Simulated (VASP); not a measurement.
# ScF3 (Pm-3m) in VASP: a series of runs, part 3 of 3

VASP 6.6.1.

## 4. Single point, LDA (strain +0.040 along x and y, +0.040 along z)

The input, INCAR:

```
SYSTEM = ScF3
  PREC = Accurate
  ENCUT = 520
  EDIFF = 1E-7
  ISMEAR = 0
  SIGMA = 0.05
  LREAL = .False.
  LASPH = .True.
  NELM = 80
  ALGO = Normal
  ISIF = 2
  LWAVE = .False.
  LCHARG = .False.
  NBANDS = 24
```

The input, KPOINTS:

```
Automatic mesh
0
Gamma
  6 6 6
  0 0 0
```

The input, POSCAR:

```
ScF3
1.0
    4.1729480000      0.0000000000      0.0000000000
    0.0000000000      4.1729480000      0.0000000000
    0.0000000000      0.0000000000      4.1729480000
Sc F
1 3
Direct
    0.0000000000      0.0000000000      0.0000000000
    0.5000000000      0.0000000000      0.0000000000
    0.0000000000      0.5000000000      0.0000000000
    0.0000000000      0.0000000000      0.5000000000
```

Potentials or basis: VASP PAW LDA potentials, release 64 (Sc_sv, F).

Launch:

```
$ cat potpaw_LDA.64/Sc_sv/POTCAR potpaw_LDA.64/F/POTCAR > POTCAR
$ mpirun -np 1 vasp_std > vasp.out
```

OUTCAR:

```text
SYSTEM = ScF3
   PREC = Accurate
   ENCUT = 520
   EDIFF = 1E-7
   ISMEAR = 0
   LREAL = .False.
   LASPH = .True.
   NELM = 80
   ISIF = 2

 ion  position               nearest neighbor table
   1  0.000  0.000  0.000-   2 2.09   3 2.09   4 2.09   4 2.09   3 2.09   2 2.09
   2  0.500  0.000  0.000-   1 2.09   1 2.09
   3  0.000  0.500  0.000-   1 2.09   1 2.09
   4  0.000  0.000  0.500-   1 2.09   1 2.09

  LATTYP: Found a simple cubic cell.
 ALAT       =     4.1729480000

  Lattice vectors:

 A1 = (   4.1729480000,   0.0000000000,   0.0000000000)
 A2 = (   0.0000000000,   4.1729480000,   0.0000000000)
 A3 = (   0.0000000000,   0.0000000000,   4.1729480000)

Analysis of symmetry for initial positions (statically):
=====================================================================
 Subroutine PRICEL returns:
 Original cell was already a primitive cell.

 Routine SETGRP: Setting up the symmetry group for a
 simple cubic supercell.

 Subroutine GETGRP returns: Found 48 space group operations
 (whereof 48 operations were pure point group operations)
 out of a pool of 48 trial point group operations.

The static configuration has the point symmetry O_h .

Analysis of symmetry for dynamics (positions and initial velocities):
=====================================================================
 Subroutine PRICEL returns:
 Original cell was already a primitive cell.

 Routine SETGRP: Setting up the symmetry group for a
 simple cubic supercell.

 Subroutine GETGRP returns: Found 48 space group operations
 (whereof 48 operations were pure point group operations)
 out of a pool of 48 trial point group operations.

The dynamic configuration has the point symmetry O_h .

 Subroutine INISYM returns: Found 48 space group operations
 (whereof 48 operations are pure point group operations),
 and found     1 'primitive' translations

----------------------------------------------------------------------------------------

                                     Primitive cell

  volume of cell :      72.6656

  direct lattice vectors                    reciprocal lattice vectors
     4.172948000  0.000000000  0.000000000     0.239638740  0.000000000  0.000000000
     0.000000000  4.172948000  0.000000000     0.000000000  0.239638740  0.000000000
     0.000000000  0.000000000  4.172948000     0.000000000  0.000000000  0.239638740

  length of vectors
     4.172948000  4.172948000  4.172948000     0.239638740  0.239638740  0.239638740

  position of ions in fractional coordinates (direct lattice)
     0.000000000  0.000000000  0.000000000
     0.500000000  0.000000000  0.000000000
     0.000000000  0.500000000  0.000000000
     0.000000000  0.000000000  0.500000000

  ion indices of the primitive-cell ions
   primitive index   ion index
                 1           1
                 2           2
                 3           3
                 4           4

----------------------------------------------------------------------------------------

 KPOINTS: Automatic mesh

Automatic generation of k-mesh.
 Grid dimensions read from file:
 generate k-points for:    6    6    6

 Generating k-lattice:

  Cartesian coordinates                     Fractional coordinates (reciprocal lattice)
     0.039939790  0.000000000  0.000000000     0.166666667  0.000000000  0.000000000
     0.000000000  0.039939790  0.000000000     0.000000000  0.166666667  0.000000000
     0.000000000  0.000000000  0.039939790     0.000000000  0.000000000  0.166666667

  Length of vectors
     0.039939790  0.039939790  0.039939790

  Shift w.r.t. Gamma in fractional coordinates (k-lattice)
     0.000000000  0.000000000  0.000000000

 Subroutine IBZKPT returns following result:
 ===========================================

 Found     20 irreducible k-points:

 Following reciprocal coordinates:
            Coordinates               Weight
  0.000000  0.000000  0.000000      1.000000
  0.166667  0.000000  0.000000      6.000000
  0.333333  0.000000  0.000000      6.000000
  0.500000  0.000000  0.000000      3.000000
  0.166667  0.166667  0.000000     12.000000
  0.333333  0.166667  0.000000     24.000000
[... 12 lines left out ...]
  0.500000  0.500000  0.333333      6.000000
  0.500000  0.500000  0.500000      1.000000
   k-points           NKPTS =     20   k-points in BZ     NKDIM =     20   number of bands    NBANDS=     24
   number of dos      NEDOS =    301   number of ions     NIONS =      4
   total plane-waves  NPLWV =  32768
   dimension x,y,z NGX =    32 NGY =   32 NGZ =   32
   dimension x,y,z NGXF=    64 NGYF=   64 NGZF=   64
   ions per type =               1   3
   NGX,Y,Z   is equivalent  to a cutoff of  12.75, 12.75, 12.75 a.u.
   NGXF,Y,Z  is equivalent  to a cutoff of  25.50, 25.50, 25.50 a.u.
 SYSTEM =  ScF3
   PREC   = accura    normal or accurate (medium, high low for compatibility)
   ISTART =      0    job   : 0-new  1-cont  2-samecut
   ICHARG =      2    charge: 1-file 2-atom 10-const
   ISPIN  =      1    spin polarized calculation?
   LNONCOLLINEAR =      F non collinear calculations
   LSORBIT =      F    spin-orbit coupling
   LASPH  =      T    aspherical Exc in radial PAW
   ENCUT  =  520.0 eV  38.22 Ry    6.18 a.u.   7.76  7.76  7.76*2*pi/ulx,y,z
   NELM   =     80;   NELMIN=  2; NELMDL= -5     # of ELM steps
   EDIFF  = 0.1E-06   stopping-criterion for ELM
   LREAL  =      F    real-space projection
   EDIFFG = 0.1E-05   stopping-criterion for IOM
   NSW    =      0    number of steps for IOM
   IBRION =     -1    ionic relax: 0-MD 1-quasi-New 2-CG
   NFREE  =      0    steps in history (QN), initial steepest desc. (CG)
   ISIF   =      2    stress and relaxation
   ISYM   =      2    0-nonsym 1-usesym 2-fastsym
   POTIM  = 0.5000    time-step for ionic-motion
   TEBEG  =    0.0;   TEEND  =   0.0 temperature during run
   PSTRESS=    0.0 pullay stress
   NELECT =      32.0000    total number of electrons
   NUPDOWN=      -1.0000    fix difference up-down
   EMIN   =  10.00;   EMAX   =-10.00  energy-range for DOS
   EFERMI =   0.00;   METHOD = LEGACY
   ISMEAR =     0;   SIGMA  =   0.05  broadening in eV -4-tet -1-fermi 0-gaus
   EFERMI_NEDOS =   21; number of points for ismear=-14 and -15
   IALGO  =     38    algorithm
   IMIX   =      4    mixing-type and parameters
     AMIX     =   0.40;   BMIX     =  1.00
     AMIX_MAG =   1.60;   BMIX_MAG =  1.00
  volume/ion in A,a.u.               =      18.17       122.59
  Fermi-wavevector in a.u.,A,eV,Ry     =   1.245514  2.353680 21.106778  1.551304
  Thomas-Fermi vector in A             =   2.379733
   LORBIT       =      0    0 simple, 1 ext, 2 COOP (PROOUT), +10 PAW based schemes
   GGA     = CA    functional components
   LHFCALC =     F    Hartree Fock is set to
   AEXX    =    0.0000 exact exchange contribution
   IVDW    =     0    specifies the selected vdW correction
   LEPSILON=     F    determine dielectric tensor
   LRPA    =     F    only Hartree local field effects (RPA)
 non-spin polarized calculation
 Gauss-broadening in eV      SIGMA  =   0.05
  energy-cutoff  :      520.00
  volume of cell :       72.67
 maximum number of plane-waves:      1980
 NGX is ok and might be reduce to    32
   NGX = 15   NGY = 15   NGZ = 15

 number of electron      31.9999984 magnetization

 Free energy of the ion-electron system (eV)
  ---------------------------------------------------
  ext. energy  EPLUGINS =         0.00000000
  ---------------------------------------------------
  free energy    TOTEN  =       -29.23342516 eV

  energy without entropy =      -29.23342516  energy(sigma->0) =      -29.23342516

 E-fermi :  -4.0253     XC(G=0):  -8.3594

 val. band max:       -4.3481711523   @ k =   0.5000   0.5000   0.5000
 cond. band min:       1.2298258975   @ k =   0.0000   0.0000   0.0000
 fundamental gap:      5.5779970498
 Fermi energy:        -4.0253220790

 k-point     1 :       0.0000    0.0000    0.0000
  band No.  band energies     occupation
      1     -50.4312      2.00000
      2     -29.3729      2.00000
      3     -29.3729      2.00000
      4     -29.3729      2.00000
      5     -23.7894      2.00000
      6     -23.5312      2.00000
[... 16 lines left out ...]
     23      10.9858      0.00000
     24      10.9858      0.00000
[... 490 lines left out ...]
      2     -29.5939      2.00000
      3     -29.5939      2.00000
      4     -29.5939      2.00000
      5     -23.0691      2.00000
      6     -23.0691      2.00000
[... 16 lines left out ...]
     23       9.5249      0.00000
     24       9.5249      0.00000

------------------------ aborting loop because EDIFF is reached ----------------------------------------

  FORCE on cell =-STRESS in cart. coord.  units (eV):
  Direction    XX          YY          ZZ          XY          YZ          ZX
  --------------------------------------------------------------------------------------
  -------------------------------------------------------------------------------------
  Total       -4.9867039     -4.9867039     -4.9867039      0.0000000      0.0000000     -0.0000000
  in kB     -109.9500023   -109.9500023   -109.9500023      0.0000000      0.0000000     -0.0000000
  external PRESSURE =    -109.9500023 kB  Pullay stress =       0.0000000 kB

 VOLUME and BASIS-vectors are now :
 -----------------------------------------------------------------------------
  energy-cutoff  :      520.00
  volume of cell :       72.67
      direct lattice vectors                 reciprocal lattice vectors
     4.172948000  0.000000000  0.000000000     0.239638740  0.000000000  0.000000000
     0.000000000  4.172948000  0.000000000     0.000000000  0.239638740  0.000000000
     0.000000000  0.000000000  4.172948000     0.000000000  0.000000000  0.239638740

 POSITION                                       TOTAL-FORCE (eV/Angst)
 -----------------------------------------------------------------------------------
      0.00000      0.00000      0.00000         0.000000      0.000000      0.000000
      2.08647      0.00000      0.00000         0.000000      0.000000      0.000000
      0.00000      2.08647      0.00000         0.000000      0.000000      0.000000
      0.00000      0.00000      2.08647         0.000000      0.000000      0.000000
 -----------------------------------------------------------------------------------
    total drift:                                0.000000      0.000000     -0.000000

  FREE ENERGIE OF THE ION-ELECTRON SYSTEM (eV)
  ---------------------------------------------------
  free  energy   TOTEN  =       -29.2334251563 eV

  energy  without entropy=      -29.2334251563  energy(sigma->0) =      -29.23342516
```

stdout:

```text
POSCAR found type information on POSCAR ScF
 POSCAR found :  2 types and       4 ions
 scaLAPACK will be used
 LDA part: xc-table for (Slater(with rela. corr.)+CA(PZ))
 , standard interpolation
 POSCAR, INCAR and KPOINTS ok, starting setup
 FFT: planning ... GRIDC
 FFT: planning ... GRID_SOFT
 FFT: planning ... GRID
 WAVECAR not read
 entering main loop
```

Run time: 27 s. Hardware: 1 thread of Intel Xeon Platinum 8259CL at 2.50GHz (Skylake/Cascade Lake), shared host; peak memory 0.16 GiB.

What came out:

- Free energy: -29.2334 eV
- Pressure: -11.0 GPa
- Band gap on the k mesh: 5.58 eV, indirect (least direct gap 6.06 eV)

Levels at points of the mesh, in eV from the valence-band top:
| k point | band 13 | band 14 | band 15 | band 16 | band 17 | band 18 | band 19 | band 20 |
| --- | --- | --- | --- | --- | --- | --- | --- | --- |
| (0.00, 0.00, 0.00) | -0.50 | -0.49 | -0.49 | -0.49 | 5.58 | 5.58 | 5.58 | 6.90 |
| (0.50, 0.00, 0.00) | -0.98 | -0.58 | -0.49 | -0.49 | 5.61 | 6.30 | 6.30 | 6.92 |
| (0.50, 0.50, 0.00) | -0.96 | -0.80 | -0.80 | 0.00 | 6.33 | 6.33 | 6.85 | 7.46 |
| (0.50, 0.50, 0.50) | -1.93 | 0.00 | 0.00 | 0.00 | 6.88 | 6.88 | 6.88 | 9.34 |

Caveat: the cell differs from its parent crystal (strain +0.040 along x and y, +0.040 along z). A k mesh can miss the band edges.

## 5. Single point, LDA (strain +0.080 along x and y, +0.080 along z)

The input, INCAR:

```
SYSTEM = ScF3
PREC = Accurate
ENCUT = 520
EDIFF = 1E-6
ISMEAR = 0
SIGMA = 0.05
LREAL = .FALSE.
LASPH = .TRUE.
NELM = 80
ALGO = Normal
ISIF = 2
LWAVE = .FALSE.
LCHARG = .FALSE.
GGA = CA
NBANDS = 24
```

The input, KPOINTS:

```
Automatic mesh
0
G
  6 6 6
  0 0 0
```

The input, POSCAR:

```
ScF3
1.0
    4.3334460000      0.0000000000      0.0000000000
    0.0000000000      4.3334460000      0.0000000000
    0.0000000000      0.0000000000      4.3334460000
Sc F
1 3
Direct
    0.0000000000      0.0000000000      0.0000000000
    0.5000000000      0.0000000000      0.0000000000
    0.0000000000      0.5000000000      0.0000000000
    0.0000000000      0.0000000000      0.5000000000
```

Launch:

```
$ cat potpaw_LDA.64/Sc_sv/POTCAR potpaw_LDA.64/F/POTCAR > POTCAR
$ mpirun -np 1 vasp_std > vasp.out
```

Run time: 25 s. Hardware: 1 thread of Intel Xeon Platinum 8259CL at 2.50GHz (Skylake/Cascade Lake), shared host; peak memory 0.17 GiB.

The run converged. Its results:

- Free energy: -28.5128 eV
- Pressure: -15.4 GPa
- Band gap on the k mesh: 4.98 eV, indirect (least direct gap 5.38 eV)

Levels at points of the mesh, in eV from the valence-band top:
```csv
k point,band 13,band 14,band 15,band 16,band 17,band 18,band 19,band 20
"(0.00, 0.00, 0.00)",-0.45,-0.40,-0.40,-0.40,4.98,4.98,4.98,5.96
"(0.50, 0.00, 0.00)",-0.81,-0.48,-0.42,-0.42,5.00,5.55,5.55,5.98
"(0.50, 0.50, 0.00)",-0.80,-0.67,-0.67,0.00,5.57,5.57,6.00,6.43
"(0.50, 0.50, 0.50)",-1.61,0.00,0.00,0.00,6.01,6.01,6.01,8.08
```

Caveat: the cell differs from its parent crystal (strain +0.080 along x and y, +0.080 along z). A k mesh can miss the band edges.

## 6. Summary

```csv
cell,gap on the mesh (eV),pressure (GPa)
"a = 3.691 Å, 4 atoms",7.37,40.3
"a = 3.852 Å, 4 atoms",6.79,13.3
"a = 4.173 Å, 4 atoms",5.58,-11.0
"a = 4.333 Å, 4 atoms",4.98,-15.4
```

Alike in all rows: task single point; level LDA; potentials or basis VASP PAW LDA potentials, release 64 (Sc_sv, F); no spin polarisation; k mesh 6 × 6 × 6; cutoff (eV) 520; smearing gaussian 0.05 eV.

Absolute energies hang on the potentials; compare differences alone.
